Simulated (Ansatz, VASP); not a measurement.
## SrCl2 in VASP and in Ansatz

```
Sr Cl
1.0
     0.00000    3.50257    3.50257
     3.50257    0.00000    3.50257
     3.50257    3.50257    0.00000
Sr Cl
1 2
Cartesian
  0.0000 0.0000 0.0000
  1.7513 1.7513 1.7513
  5.2539 5.2539 5.2539
```

Alike in both runs: task single point; functional PBE; k mesh 8 × 8 × 8; occupations gaussian, width 0.05 eV; no spin polarisation.

```csv
,VASP,Ansatz
version,VASP 6.6.1,Ansatz 0.2.0
potentials or method,"VASP PAW PBE potentials, release 64 (Sr_sv, Cl), cutoff 520 eV","scalar-relativistic, plane waves, PAW"
valence electrons in the cell,24,24
```

Ansatz gave:

* gap on the k mesh at the Fermi level (eV): 5.30
* least direct gap on the mesh (eV): 5.51
* pressure (GPa): 0.5

Problem. What did VASP give for the same quantities?

Solution. gap on the k mesh at the Fermi level (eV): 5.29; least direct gap on the mesh (eV): 5.51; pressure (GPa): 0.6.
